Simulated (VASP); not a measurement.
# Bi (Fm-3m) in VASP: notebook

Bi is run at these levels: PBE; tasks: single point.

Everything below comes from runs of VASP 6.6.1. Logs are shortened: lines on timing, memory, paths and dates and some standing lists are left out, and cuts for length are marked.

## Step 1: The cell of the first run

It takes space group Fm-3m (No. 225, cubic). Conventional cell: a = 4.220 Å, b = 4.220 Å, c = 4.220 Å, α = 90.00°, β = 90.00°, γ = 90.00°. Within 3.9 Å of Bi (site symmetry m-3m) lie 12 Bi at 2.98 Å.

This isn't the form of Bi at room conditions, which is rhombohedral.

## Step 2: Single point, PBE

INCAR

```
PREC = Accurate
ENCUT = 520
EDIFF = 1E-6
ISMEAR = -1
SIGMA = 0.08
LREAL = False
LASPH = True
NELM = 100
ALGO = Normal
ISIF = 2
LWAVE = False
LCHARG = False
GGA = PE
NBANDS = 14
```

KPOINTS

```
regular mesh
0
Gamma
  16 16 16
```

POSCAR

```
Bi
1.0
    0.0000000000      2.1099057887      2.1099057887
    2.1099057887      0.0000000000      2.1099057887
    2.1099057887      2.1099057887      0.0000000000
Bi
1
Direct
    0.0000000000      0.0000000000      0.0000000000
```

Potentials or basis: VASP PAW PBE potentials, release 64 (Bi_d).

On the command line:

```console
cat potpaw_PBE.64/Bi_d/POTCAR > POTCAR
mpirun -np 1 vasp_std > vasp.out
```

OUTCAR:

```text
PREC = Accurate
   ENCUT = 520
   EDIFF = 1E-6
   ISMEAR = -1
   LREAL = False
   LASPH = True
   NELM = 100
   ISIF = 2
   GGA = PE

 ion  position               nearest neighbor table
   1  0.000  0.000  0.000-

  LATTYP: Found a face centered cubic cell.
 ALAT       =     4.2198115774

  Lattice vectors:

 A1 = (   0.0000000000,   2.1099057887,   2.1099057887)
 A2 = (   2.1099057887,   0.0000000000,   2.1099057887)
 A3 = (   2.1099057887,   2.1099057887,   0.0000000000)

Analysis of symmetry for initial positions (statically):
=====================================================================
 Subroutine PRICEL returns:
 Original cell was already a primitive cell.

 Routine SETGRP: Setting up the symmetry group for a
 face centered cubic supercell.

 Subroutine GETGRP returns: Found 48 space group operations
 (whereof 48 operations were pure point group operations)
 out of a pool of 48 trial point group operations.

The static configuration has the point symmetry O_h .

Analysis of symmetry for dynamics (positions and initial velocities):
=====================================================================
 Subroutine PRICEL returns:
 Original cell was already a primitive cell.

 Routine SETGRP: Setting up the symmetry group for a
 face centered cubic supercell.

 Subroutine GETGRP returns: Found 48 space group operations
 (whereof 48 operations were pure point group operations)
 out of a pool of 48 trial point group operations.

The dynamic configuration has the point symmetry O_h .

 Subroutine INISYM returns: Found 48 space group operations
 (whereof 48 operations are pure point group operations),
 and found     1 'primitive' translations

----------------------------------------------------------------------------------------

                                     Primitive cell

  volume of cell :      18.7853

  direct lattice vectors                    reciprocal lattice vectors
     0.000000000  2.109905789  2.109905789    -0.236977406  0.236977406  0.236977406
     2.109905789  0.000000000  2.109905789     0.236977406 -0.236977406  0.236977406
     2.109905789  2.109905789  0.000000000     0.236977406  0.236977406 -0.236977406

  length of vectors
     2.983857382  2.983857382  2.983857382     0.410456907  0.410456907  0.410456907

  position of ions in fractional coordinates (direct lattice)
     0.000000000  0.000000000  0.000000000

  ion indices of the primitive-cell ions
   primitive index   ion index
                 1           1

----------------------------------------------------------------------------------------

 KPOINTS: regular mesh

Automatic generation of k-mesh.
 Grid dimensions read from file:
 generate k-points for:   16   16   16

 Generating k-lattice:

  Cartesian coordinates                     Fractional coordinates (reciprocal lattice)
    -0.014811088  0.014811088  0.014811088     0.062500000  0.000000000  0.000000000
     0.014811088 -0.014811088  0.014811088     0.000000000  0.062500000  0.000000000
     0.014811088  0.014811088 -0.014811088     0.000000000  0.000000000  0.062500000

  Length of vectors
     0.025653557  0.025653557  0.025653557

  Shift w.r.t. Gamma in fractional coordinates (k-lattice)
     0.000000000  0.000000000  0.000000000

 Subroutine IBZKPT returns following result:
 ===========================================

 Found    145 irreducible k-points:

 Following reciprocal coordinates:
            Coordinates               Weight
  0.000000  0.000000  0.000000      1.000000
  0.062500  0.000000  0.000000      8.000000
  0.125000  0.000000  0.000000      8.000000
  0.187500  0.000000  0.000000      8.000000
  0.250000  0.000000  0.000000      8.000000
  0.312500  0.000000  0.000000      8.000000
[... 16 lines left out ...]
 -0.125000  0.062500  0.000000     24.000000
 -0.062500  0.062500  0.000000     12.000000
 [... further k-points ...]
   k-points           NKPTS =    145   k-points in BZ     NKDIM =    145   number of bands    NBANDS=     14
   number of dos      NEDOS =    301   number of ions     NIONS =      1
   total plane-waves  NPLWV =  13824
   dimension x,y,z NGX =    24 NGY =   24 NGZ =   24
   dimension x,y,z NGXF=    48 NGYF=   48 NGZF=   48
   ions per type =               1
   NGX,Y,Z   is equivalent  to a cutoff of  13.37, 13.37, 13.37 a.u.
   NGXF,Y,Z  is equivalent  to a cutoff of  26.74, 26.74, 26.74 a.u.
 SYSTEM =  unknown system
   PREC   = accura    normal or accurate (medium, high low for compatibility)
   ISTART =      0    job   : 0-new  1-cont  2-samecut
   ICHARG =      2    charge: 1-file 2-atom 10-const
   ISPIN  =      1    spin polarized calculation?
   LNONCOLLINEAR =      F non collinear calculations
   LSORBIT =      F    spin-orbit coupling
   LASPH  =      T    aspherical Exc in radial PAW
   ENCUT  =  520.0 eV  38.22 Ry    6.18 a.u.   5.55  5.55  5.55*2*pi/ulx,y,z
   NELM   =    100;   NELMIN=  2; NELMDL= -5     # of ELM steps
   EDIFF  = 0.1E-05   stopping-criterion for ELM
   LREAL  =      F    real-space projection
   EDIFFG = 0.1E-04   stopping-criterion for IOM
   NSW    =      0    number of steps for IOM
   IBRION =     -1    ionic relax: 0-MD 1-quasi-New 2-CG
   NFREE  =      0    steps in history (QN), initial steepest desc. (CG)
   ISIF   =      2    stress and relaxation
   ISYM   =      2    0-nonsym 1-usesym 2-fastsym
   POTIM  = 0.5000    time-step for ionic-motion
   TEBEG  =    0.0;   TEEND  =   0.0 temperature during run
   PSTRESS=    0.0 pullay stress
   NELECT =      15.0000    total number of electrons
   NUPDOWN=      -1.0000    fix difference up-down
   EMIN   =  10.00;   EMAX   =-10.00  energy-range for DOS
   EFERMI =   0.00;   METHOD = LEGACY
   ISMEAR =    -1;   SIGMA  =   0.08  broadening in eV -4-tet -1-fermi 0-gaus
   EFERMI_NEDOS =   21; number of points for ismear=-14 and -15
   IALGO  =     38    algorithm
   IMIX   =      4    mixing-type and parameters
     AMIX     =   0.40;   BMIX     =  1.00
     AMIX_MAG =   1.60;   BMIX_MAG =  1.00
  volume/ion in A,a.u.               =      18.79       126.77
  Fermi-wavevector in a.u.,A,eV,Ry     =   1.518794  2.870104 31.385035  2.306735
  Thomas-Fermi vector in A             =   2.627867
   LORBIT       =      0    0 simple, 1 ext, 2 COOP (PROOUT), +10 PAW based schemes
   GGA     = PE    functional components
   LHFCALC =     F    Hartree Fock is set to
   AEXX    =    0.0000 exact exchange contribution
   IVDW    =     0    specifies the selected vdW correction
   LEPSILON=     F    determine dielectric tensor
   LRPA    =     F    only Hartree local field effects (RPA)
 non-spin polarized calculation
  energy-cutoff  :      520.00
  volume of cell :       18.79
 maximum number of plane-waves:       531
 NGX is ok and might be reduce to    24
   NGX = 11   NGY = 11   NGZ = 11

 number of electron      15.0000001 magnetization

 Free energy of the ion-electron system (eV)
  ---------------------------------------------------
  ext. energy  EPLUGINS =         0.00000000
  ---------------------------------------------------
  free energy    TOTEN  =        -1.43238788 eV

  energy without entropy =       -1.42037651  energy(sigma->0) =       -1.42638220

 E-fermi :  16.1085     XC(G=0): -12.9495

 val. band max:       16.0576976242   @ k =  -0.3750   0.1875   0.0000
 cond. band min:      16.1131516323   @ k =   0.4375   0.3125   0.0625
 fundamental gap:      0.0554540081
 Fermi energy:        16.1085047169

 k-point     1 :       0.0000    0.0000    0.0000
  band No.  band energies     occupation
      1      -7.9762      2.00000
      2      -7.9762      2.00000
      3      -7.9762      2.00000
      4      -7.6068      2.00000
      5      -7.6068      2.00000
      6      -2.4621      2.00000
      7      24.0279      0.00000
      8      24.7775      0.00000
      9      24.7775      0.00000
     10      24.7775      0.00000
     11      30.3416      0.00000
     12      30.3416      0.00000
     13      30.3416      0.00000
     14      31.0963      0.00000

 k-point     2 :       0.0625    0.0000    0.0000
  band No.  band energies     occupation
      1      -7.9781      2.00000
      2      -7.9620      2.00000
      3      -7.9620      2.00000
      4      -7.6086      2.00000
      5      -7.6086      2.00000
      6      -2.3471      2.00000
      7      23.2802      0.00000
      8      24.1979      0.00000
      9      24.6715      0.00000
     10      24.6715      0.00000
     11      30.2924      0.00000
     12      30.4138      0.00000
     13      30.4138      0.00000
     14      31.8874      0.00000

 k-point     3 :       0.1250    0.0000    0.0000
  band No.  band energies     occupation
      1      -7.9856      2.00000
      2      -7.9268      2.00000
      3      -7.9268      2.00000
      4      -7.6078      2.00000
      5      -7.6078      2.00000
      6      -1.9988      2.00000
      7      20.7122      0.00000
      8      24.2661      0.00000
      9      24.3692      0.00000
     10      24.3692      0.00000
     11      29.5726      0.00000
     12      30.3676      0.00000
     13      30.3676      0.00000
     14      31.7502      0.00000
[... 324 lines left out ...]
 k-point    23 :      -0.1250    0.0625    0.0000
  band No.  band energies     occupation
      1      -7.9959      2.00000
      2      -7.9055      2.00000
      3      -7.8950      2.00000
      4      -7.6385      2.00000
      5      -7.5737      2.00000
      6      -1.7258      2.00000
      7      19.8271      0.00000
      8      22.0522      0.00000
      9      24.9589      0.00000
     10      25.2580      0.00000
     11      28.4401      0.00000
     12      29.6803      0.00000
     13      30.6446      0.00000
     14      31.5555      0.00000

 k-point    24 :      -0.0625    0.0625    0.0000
  band No.  band energies     occupation
      1      -7.9867      2.00000
      2      -7.9447      2.00000
      3      -7.9303      2.00000
      4      -7.6259      2.00000
      5      -7.5950      2.00000
      6      -2.1544      2.00000
      7      22.3919      0.00000
      8      22.7832      0.00000
      9      24.6532      0.00000
     10      25.1337      0.00000
     11      29.4533      0.00000
     12      30.3390      0.00000
     13      30.7767      0.00000
     14      31.2507      0.00000

 [... further k-points ...]

------------------------ aborting loop because EDIFF is reached ----------------------------------------

  FORCE on cell =-STRESS in cart. coord.  units (eV):
  Direction    XX          YY          ZZ          XY          YZ          ZX
  --------------------------------------------------------------------------------------
  -------------------------------------------------------------------------------------
  Total       10.7777244     10.7777244     10.7777244     -0.0000000      0.0000000     -0.0000000
  in kB      919.2178935    919.2178935    919.2178935     -0.0000000      0.0000000     -0.0000000
  external PRESSURE =     919.2178935 kB  Pullay stress =       0.0000000 kB

 VOLUME and BASIS-vectors are now :
 -----------------------------------------------------------------------------
  energy-cutoff  :      520.00
  volume of cell :       18.79
      direct lattice vectors                 reciprocal lattice vectors
     0.000000000  2.109905789  2.109905789    -0.236977406  0.236977406  0.236977406
     2.109905789  0.000000000  2.109905789     0.236977406 -0.236977406  0.236977406
     2.109905789  2.109905789  0.000000000     0.236977406  0.236977406 -0.236977406

 POSITION                                       TOTAL-FORCE (eV/Angst)
 -----------------------------------------------------------------------------------
      0.00000      0.00000      0.00000        -0.000000     -0.000000     -0.000000
 -----------------------------------------------------------------------------------
    total drift:                               -0.000000      0.000000     -0.000000

  FREE ENERGIE OF THE ION-ELECTRON SYSTEM (eV)
  ---------------------------------------------------
  free  energy   TOTEN  =        -1.4323878780 eV

  energy  without entropy=       -1.4203765150  energy(sigma->0) =       -1.42638220
```

Wall time 35 s (1 thread of Intel Xeon 8259CL, shared host); peak memory 0.16 GiB.

What came out:

| Quantity | Value |
| --- | --- |
| Free energy | -1.4324 eV |
| Pressure | 91.9 GPa |
| Band gap on the k mesh | zero (an odd number of electrons rules out a gap without spin polarisation) |

Caveat: the cell stands under pressure; spin-orbit coupling is left out, which moves the levels of the heavy elements.

## Step 3: Single point, PBE

INCAR

```
SYSTEM = Bi
PREC = Accurate
ENCUT = 520
EDIFF = 1E-6
ISMEAR = -1
SIGMA = 0.08
LREAL = .False.
LASPH = .True.
NELM = 80
ALGO = Normal
ISIF = 2
LWAVE = .False.
LCHARG = .True.
GGA = PE
LELF = .True.
LVHAR = .True.
NBANDS = 14
```

KPOINTS

```
regular mesh
0
Gamma
  16 16 16
  0 0 0
```

POSCAR is that of step 2.

Potentials or basis: VASP PAW PBE potentials, release 64 (Bi_d).

On the command line:

```console
cat potpaw_PBE.64/Bi_d/POTCAR > POTCAR
mpirun -np 1 vasp_std > vasp.out
```

Wall time 41 s (1 thread of Intel Xeon 8259CL, shared host); peak memory 0.16 GiB.

Results (log left out):

```yaml
Free_energy: -1.4324 eV
Pressure: 91.9 GPa
Band_gap_on_the_k_mesh: zero (an odd number of electrons rules out a gap without spin polarisation)
```

Levels at points of the mesh, in eV from the Fermi level:
```tsv
k point	band 5	band 6	band 7	band 8	band 9	band 10
(0.00, 0.00, 0.00)	-23.72	-18.57	7.92	8.67	8.67	8.67
(0.50, 0.00, 0.00)	-23.39	-12.02	-9.18	5.78	5.78	7.53
(0.50, 0.50, 0.00)	-23.31	-9.39	-7.78	0.08	0.08	4.99
```

Caveat: the cell stands under pressure; spin-orbit coupling is left out, which moves the levels of the heavy elements.
